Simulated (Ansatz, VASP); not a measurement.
**One calculation of Ge, two programs**

```
CELL_PARAMETERS angstrom
1.45829 -2.54280 0.00000
1.45829 2.54280 0.00000
0.00000 0.00000 4.72760
ATOMIC_POSITIONS crystal
Ge 0.66655 0.33345 0.25000
Ge 0.33345 0.66655 0.75000
```

Change from the starting cell: strain -0.0200 x Voigt [1, 1, 0, 0, 0, 0], atoms carried along.

Alike in both runs: task single point; functional PBEsol; k mesh 18 × 18 × 10; occupations gaussian, width 0.15 eV; no spin polarisation.

```csv
,VASP,Ansatz
version,VASP 6.6.1,Ansatz 0.2.0
potentials or method,"VASP PAW PBE potentials, release 64 (Ge_d), cutoff 520 eV","scalar-relativistic, plane waves, PAW"
valence electrons in the cell,28,28
```

```tsv
	VASP	Ansatz	Ansatz less VASP
gap on the k mesh at the Fermi level (eV)	none	none	-
pressure (GPa)	3.7	3.7	-0.06
traceless stress, the component that is largest in VASP (GPa)	0.24	0.24	+0.004
```

VASP's potentials were made for PBE, not for PBEsol. A gap of «none» marks a metal or a gap that the smearing closes.
